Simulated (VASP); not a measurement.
# Bi2Se3 (R-3m) in VASP: a series of runs, part 2 of 2

VASP 6.6.1. Earlier steps stand in the parts before.

## Step 4: Single point, PBEsol+D3(BJ)

This run uses another cell than the first one, of 27.81 Å³/atom.

INCAR

```
SYSTEM = Bi2Se3
PREC = Accurate
ENCUT = 520
EDIFF = 1E-6
ISMEAR = -1
SIGMA = 0.05
LREAL = .FALSE.
LASPH = .TRUE.
NELM = 100
ALGO = Normal
ISIF = 2
LWAVE = .FALSE.
LCHARG = .FALSE.
GGA = PS
IVDW = 12
NBANDS = 32
```

KPOINTS

```
regular mesh
0
G
  6 6 6
  0 0 0
```

POSCAR

```
Bi2Se3
1.0
    2.0575968965      1.1879541195      9.4812687599
   -2.0575968965      1.1879541195      9.4812687599
    0.0000000000     -2.3759082489      9.4812687599
Bi Se
2 3
Direct
    0.4008000000      0.4008000000      0.4008000000
    0.5992000000      0.5992000000      0.5992000000
    0.0000000000      0.0000000000      0.0000000000
    0.2117000000      0.2117000000      0.2117000000
    0.7883000000      0.7883000000      0.7883000000
```

Potentials or basis: VASP PAW PBE potentials, release 64 (Bi_d, Se).

The run is started by

```console
$ cat potpaw_PBE.64/Bi_d/POTCAR potpaw_PBE.64/Se/POTCAR > POTCAR
$ mpirun -np 1 vasp_std > vasp.out
```

OUTCAR:

```text
SYSTEM = Bi2Se3
   PREC = Accurate
   ENCUT = 520
   EDIFF = 1E-6
   ISMEAR = -1
   LREAL = .FALSE.
   LASPH = .TRUE.
   NELM = 100
   ISIF = 2
   GGA = PS
   IVDW = 12
 IVDW          = 12

 ion  position               nearest neighbor table
   1  0.401  0.401  0.401-   5 2.83   5 2.83   5 2.83   3 3.05   3 3.05   3 3.05
   2  0.599  0.599  0.599-   4 2.83   4 2.83   4 2.83   3 3.05   3 3.05   3 3.05
   3  0.000  0.000  0.000-   2 3.05   2 3.05   1 3.05   1 3.05   2 3.05   1 3.05
   4  0.212  0.212  0.212-   2 2.83   2 2.83   2 2.83
   5  0.788  0.788  0.788-   1 2.83   1 2.83   1 2.83

  LATTYP: Found a trigonal (rhomboedric) cell.
 ALAT       =     9.7744256750
 COS(alpha) =     0.9113725832

  Lattice vectors:

 A1 = (   2.0575968965,   1.1879541195,   9.4812687599)
 A2 = (  -2.0575968965,   1.1879541195,   9.4812687599)
 A3 = (   0.0000000000,  -2.3759082489,   9.4812687599)

Analysis of symmetry for initial positions (statically):
=====================================================================
 Subroutine PRICEL returns:
 Original cell was already a primitive cell.

[... 178 lines left out ...]
 cond. band min:       5.2004162038   @ k =   0.0000   0.0000   0.0000
 fundamental gap:      0.1255927440
 Fermi energy:         5.1382668579

 k-point     1 :       0.0000    0.0000    0.0000
  band No.  band energies     occupation
      1     -17.9870      2.00000
      2     -17.9870      2.00000
      3     -17.9849      2.00000
      4     -17.9849      2.00000
      5     -17.9741      2.00000
      6     -17.9713      2.00000
[... 829 lines left out ...]
     31      10.0876      0.00000
     32      11.4434      0.00000

 [... further k-points ...]

------------------------ aborting loop because EDIFF is reached ----------------------------------------

 Edisp (eV)   -1.91869

 E8    (eV) :    -1.2938

  FORCE on cell =-STRESS in cart. coord.  units (eV):
  Direction    XX          YY          ZZ          XY          YZ          ZX
  --------------------------------------------------------------------------------------
  -------------------------------------------------------------------------------------
  Total      -1.05308    -1.05308    -1.04310     0.00000     0.00000     0.00000
  in kB     -12.13373   -12.13373   -12.01878     0.00000     0.00000     0.00000
  external pressure =      -12.10 kB  Pullay stress =        0.00 kB

 VOLUME and BASIS-vectors are now :
 -----------------------------------------------------------------------------
  energy-cutoff  :      520.00
  volume of cell :      139.05
      direct lattice vectors                 reciprocal lattice vectors
     2.057596897  1.187954120  9.481268760     0.243001922  0.140297225  0.035157039
    -2.057596897  1.187954120  9.481268760    -0.243001922  0.140297225  0.035157039
     0.000000000 -2.375908249  9.481268760     0.000000000 -0.280594450  0.035157039

 POSITION                                       TOTAL-FORCE (eV/Angst)
 -----------------------------------------------------------------------------------
      0.00000     -0.00000     11.40028         0.000000      0.000000     -0.253622
      0.00000     -0.00000     17.04353         0.000000     -0.000000      0.253622
      0.00000      0.00000      0.00000         0.000000     -0.000000      0.000000
      0.00000     -0.00000      6.02155         0.000000      0.000000     -0.255027
      0.00000     -0.00000     22.42225         0.000000     -0.000000      0.255027
 -----------------------------------------------------------------------------------
    total drift:                                0.000000      0.000000     -0.000000

  FREE ENERGIE OF THE ION-ELECTRON SYSTEM (eV)
  ---------------------------------------------------
  free  energy   TOTEN  =       -23.9615857466 eV

  energy  without entropy=      -23.9609890834  energy(sigma->0) =      -23.96128742
```

OSZICAR:

```text
N       E                     dE             d eps       ncg     rms          rms(c)
DAV:   1     0.469971465700E+03    0.46997E+03   -0.22844E+04  2048   0.157E+03
DAV:   2     0.328807806110E+02   -0.43709E+03   -0.41952E+03  2088   0.416E+02
DAV:   3    -0.204957585716E+02   -0.53377E+02   -0.50869E+02  2736   0.151E+02
DAV:   4    -0.226713647344E+02   -0.21756E+01   -0.21626E+01  2248   0.315E+01
DAV:   5    -0.227522636865E+02   -0.80899E-01   -0.80888E-01  2968   0.641E+00    0.513E+00
DAV:   6    -0.220485426869E+02    0.70372E+00   -0.91163E-01  2856   0.709E+00    0.323E+00
DAV:   7    -0.220421458215E+02    0.63969E-02   -0.31088E-01  2360   0.236E+00    0.162E+00
DAV:   8    -0.220431654853E+02   -0.10197E-02   -0.38680E-02  2584   0.104E+00    0.516E-01
DAV:   9    -0.220427981788E+02    0.36731E-03   -0.18448E-03  2568   0.386E-01    0.110E-01
DAV:  10    -0.220428646592E+02   -0.66480E-04   -0.83973E-04  2368   0.145E-01    0.474E-02
DAV:  11    -0.220428799007E+02   -0.15241E-04   -0.81182E-05  2432   0.589E-02    0.272E-02
DAV:  12    -0.220428905648E+02   -0.10664E-04   -0.27531E-05  2200   0.254E-02    0.613E-03
DAV:  13    -0.220428908730E+02   -0.30812E-06   -0.20307E-06  1888   0.128E-02
   1 F= -.23961586E+02 E0= -.23961287E+02  d E =-.596663E-03
```

stdout:

```text
POSCAR found type information on POSCAR BiSe
 POSCAR found :  2 types and       5 ions
 scaLAPACK will be used
 -----------------------------------------------------------------------------
|                                                                             |
|                                                                             |
|     You enforced a specific xc type in the INCAR file but a different       |
|     I HOPE YOU KNOW WHAT YOU ARE DOING!                                     |
|                                                                             |
 -----------------------------------------------------------------------------

 LDA part: xc-table for (Slater+PW92), standard interpolation
 POSCAR, INCAR and KPOINTS ok, starting setup
 FFT: planning ... GRIDC
 FFT: planning ... GRID_SOFT
 FFT: planning ... GRID
 WAVECAR not read
 entering main loop
```

Run time: 8 min. Hardware: 1 thread of Intel Xeon 6975P-C (Granite Rapids), shared host; peak memory 0.94 GiB.

Results:

```yaml
Free_energy: -23.9616 eV
Pressure: -1.2 GPa
Largest_force: 0.255 eV/Å
Band_gap_on_the_k_mesh: 0.13 eV
Dispersion_energy_per_atom: -0.384 eV
```

Forces on the atoms (eV/Å):
```
Bi   0.000  0.000 -0.254
Bi   0.000  0.000  0.254
Se   0.000  0.000  0.000
Se   0.000  0.000 -0.255
Se   0.000  0.000  0.255
```

Caveat: three body term missing; the PAW data sets were made with another functional, which shifts forces and pressure a little; spin-orbit coupling is left out, which moves the levels of the heavy elements. A k mesh can miss the band edges.

## Step 5: Single point, PBEsol+D3(BJ)

This run uses another cell than the first one, of 28.38 Å³/atom.

INCAR

```
SYSTEM = Bi2Se3
ALGO     = Normal         ! electronic algorithm
EDIFF    = 1E-6           ! SCF threshold, eV
ENCUT    = 520            ! plane-wave cutoff, eV
GGA      = PS             ! functional
ISIF     = 2              ! what is computed and relaxed
ISMEAR   = -1             ! smearing method
IVDW     = 12             ! dispersion correction
LASPH    = .True.         ! aspherical terms in the spheres
LCHARG   = .True.         ! write CHGCAR
LELF     = .True.         ! ELF
LREAL    = .False.        ! projectors in reciprocal space
LVHAR    = .True.       
LWAVE    = .False.        ! write WAVECAR
NBANDS   = 32             ! bands
NELM     = 60             ! most SCF steps
PREC     = Accurate       ! precision mode
SIGMA    = 0.05           ! smearing width, eV
```

KPOINTS

```
k-points
0
Gamma
  6 6 6
  0 0 0
```

Changes to POSCAR since step 4:

```diff
@@ -2,5 +2,5 @@
 1.0
-    2.0575968965      1.1879541195      9.4812687599
-   -2.0575968965      1.1879541195      9.4812687599
-    0.0000000000     -2.3759082489      9.4812687599
+    2.0715000000      1.1959810800      9.5453333300
+   -2.0715000000      1.1959810800      9.5453333300
+    0.0000000000     -2.3919621700      9.5453333300
 Bi Se
```

The run is started by

```console
$ cat potpaw_PBE.64/Bi_d/POTCAR potpaw_PBE.64/Se/POTCAR > POTCAR
$ mpirun -np 1 vasp_std > vasp.out
```

Run time: 8.7 min. Hardware: 1 thread of Intel Xeon 6975P-C (Granite Rapids), shared host; peak memory 0.94 GiB.

It converged, with:

```
Free energy                : -23.9298 eV
Pressure                   : -2.4 GPa
Largest force              : 0.189 eV/Å
Band gap on the k mesh     : 0.14 eV
Dispersion energy per atom : -0.376 eV
```

Forces on the atoms (eV/Å):
```
Bi   0.000  0.000 -0.189
Bi   0.000  0.000  0.189
Se   0.000  0.000  0.000
Se   0.000  0.000 -0.093
Se   0.000  0.000  0.093
```

Levels at points of the mesh, in eV from the valence-band top:
| k point | band 20 | band 21 | band 22 | band 23 | band 24 | band 25 | band 26 | band 27 | band 28 | band 29 |
| --- | --- | --- | --- | --- | --- | --- | --- | --- | --- | --- |
| (0.00, 0.00, 0.00) | -1.87 | -1.87 | -1.20 | -1.20 | 0.00 | 0.14 | 1.36 | 1.36 | 2.08 | 2.70 |
| (0.50, 0.00, 0.00) | -3.03 | -3.02 | -2.17 | -1.22 | -0.56 | 0.78 | 1.90 | 2.90 | 3.13 | 3.99 |
| (0.50, 0.50, 0.00) | -2.59 | -1.91 | -1.90 | -1.63 | -1.01 | 1.29 | 1.91 | 2.58 | 2.95 | 3.50 |
| (0.50, 0.50, 0.50) | -1.63 | -1.58 | -1.37 | -1.37 | -0.47 | 0.58 | 1.68 | 1.68 | 2.02 | 2.35 |

Caveat: three body term missing; the PAW data sets were made with another functional, which shifts forces and pressure a little; spin-orbit coupling is left out, which moves the levels of the heavy elements. A k mesh can miss the band edges.

## Step 6: Single point, PBEsol+D3(BJ)

This run uses another cell than the first one, of 28.95 Å³/atom.

INCAR

```
SYSTEM = Bi2Se3
  PREC = Accurate
  ENCUT = 520
  EDIFF = 1E-6
  ISMEAR = -1
  SIGMA = 0.05
  LREAL = .FALSE.
  LASPH = .TRUE.
  NELM = 80
  ALGO = Normal
  ISIF = 2
  LWAVE = .FALSE.
  LCHARG = .FALSE.
  GGA = PS
  IVDW = 12
  NBANDS = 32
```

KPOINTS

```
Automatic mesh
0
G
  6 6 6
  0 0 0
```

Changes to POSCAR since step 5:

```diff
@@ -2,5 +2,5 @@
 1.0
-    2.0715000000      1.1959810800      9.5453333300
-   -2.0715000000      1.1959810800      9.5453333300
-    0.0000000000     -2.3919621700      9.5453333300
+    2.0852189429      1.2039017153      9.6085493003
+   -2.0852189429      1.2039017153      9.6085493003
+    0.0000000000     -2.4078034407      9.6085493003
 Bi Se
```

Potentials or basis: VASP PAW PBE potentials, release 64 (Bi_d, Se).

The run is started by

```console
$ cat potpaw_PBE.64/Bi_d/POTCAR potpaw_PBE.64/Se/POTCAR > POTCAR
$ mpirun -np 1 vasp_std > vasp.out
```

It took 7.7 min on 1 thread of Intel Xeon 6975P-C (Granite Rapids), shared host; peak memory 0.9 GiB.

Results (log left out):

```yaml
Free_energy: -23.8773 eV
Pressure: -3.5 GPa
Largest_force: 0.129 eV/Å
Band_gap_on_the_k_mesh: 0.16 eV
Dispersion_energy_per_atom: -0.369 eV
```

Forces in eV/Å, atoms in the order of the input:
```
Bi   0.000  0.000 -0.129
Bi   0.000  0.000  0.129
Se   0.000  0.000  0.000
Se   0.000  0.000  0.058
Se   0.000  0.000 -0.058
```

Levels at points of the mesh, in eV from the valence-band top:
```
           k point  band 21  band 22  band 23  band 24  band 25  band 26  band 27  band 28
(0.00, 0.00, 0.00)    -1.79    -1.14    -1.14     0.00     0.16     1.38     1.38     2.08
(0.50, 0.00, 0.00)    -2.93    -2.08    -1.16    -0.54     0.80     1.91     2.92     3.09
(0.50, 0.50, 0.00)    -1.86    -1.83    -1.56    -0.97     1.31     1.93     2.56     2.93
(0.50, 0.50, 0.50)    -1.55    -1.30    -1.30    -0.46     0.60     1.69     1.69     2.00
```

Caveat: three body term missing; the cell stands under tension; the PAW data sets were made with another functional, which shifts forces and pressure a little; spin-orbit coupling is left out, which moves the levels of the heavy elements.

## Step 7: The runs side by side

| cell | gap on the mesh (eV) | pressure (GPa) | largest force (eV/Å) |
| --- | --- | --- | --- |
| a = 9.640 Å, angles 24.3°, 5 atoms | 0.09 | 1.7 | 0.62 |
| a = 9.707 Å, angles 24.3°, 5 atoms | 0.11 | 0.2 | 0.43 |
| a = 9.774 Å, angles 24.3°, 5 atoms | 0.13 | -1.2 | 0.26 |
| a = 9.840 Å, angles 24.3°, 5 atoms | 0.14 | -2.4 | 0.19 |
| a = 9.906 Å, angles 24.3°, 5 atoms | 0.16 | -3.5 | 0.13 |

Alike in all rows: task single point; level PBEsol+D3(BJ); potentials or basis VASP PAW PBE potentials, release 64 (Bi_d, Se); no spin polarisation; k mesh 6 × 6 × 6; cutoff (eV) 520; smearing fermi-dirac 0.05 eV.

Caveats: three body term missing; the PAW data sets were made with another functional, which shifts forces and pressure a little; spin-orbit coupling is left out, which moves the levels of the heavy elements; the cell stands under tension (at least some runs).

Total energies depend on the potentials used, so only differences within one code and one set of settings carry meaning.
